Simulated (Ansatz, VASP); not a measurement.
One calculation of Au, two programs

File INCAR:

```
PREC = Accurate ; ENCUT = 520
EDIFF = 1E-8 ; ISMEAR = -1
SIGMA = 0.03 ; LREAL = F
LASPH = T ; NELM = 100
ALGO = Normal ; ISIF = 2
LWAVE = F ; LCHARG = F
GGA = PE ; LEFG = T
NBANDS = 18
```

KPOINTS

```
Automatic mesh
0
Gamma
  14 14 8
```

The input POSCAR:

```
Au
1.0
    2.8709984263      0.0000000000      0.0000000000
   -1.4354992132      2.4863575715      0.0000000000
    0.0000000000      0.0000000000      4.8800000000
Au
2
Direct
    0.3333333333      0.6666666667      0.7500000000
    0.6666666667      0.3333333333      0.2500000000
```

Input for Ansatz:

```yaml
crystal:
  lattice:
    - [2.8709984263, 0.0, 0.0]
    - [-1.4354992132, 2.4863575715, 0.0]
    - [0.0, 0.0, 4.88]
  atoms:
    - { symbol: Au, position: [0.3333333333, 0.6666666667, 0.75] }
    - { symbol: Au, position: [0.6666666667, 0.3333333333, 0.25] }
kpoints:
  mp_grid: { grid: [14, 14, 8] }
scf:
  occupations: { method: fermi_dirac, width: 0.03 }
hamiltonian:
  xc: pbe
  pseudopotentials: { kind: all_electron, datasets: crystal }
output:
  forces: true
  stress: true
  eigenvalues: true
  efg: { contact_densities: true }
```

Change from the starting cell: equal xx and yy strain of -1 %, crystal datasets.

Alike in both runs: task electric field gradients; functional PBE; k mesh 14 × 14 × 8; occupations fermi-dirac, width 0.03 eV; no spin polarisation.

|  | VASP | Ansatz |
| --- | --- | --- |
| version | VASP 6.6.1 | Ansatz 0.2.0 |
| potentials or method | VASP PAW PBE potentials, release 64 (Au), cutoff 520 eV | all-electron PAW with datasets made for the crystal, scalar-relativistic |

Ansatz gave:

| Quantity | Value |
| --- | --- |
| pressure (GPa) | 5.2 |
| traceless stress, the component that is largest in VASP (GPa) | -0.78 |
| size of Vzz on the site where it differs most (V/Å²) | 9.7 |

Task: What did VASP give for the same quantities?

Result: Pressure (GPa): 5.0; traceless stress, the component that is largest in VASP (GPa): -0.78; size of Vzz on the site where it differs most (V/Å²): 26.7.

Ansatz ran all-electron here, and VASP with PAW potentials.

Spin-orbit coupling is off throughout.
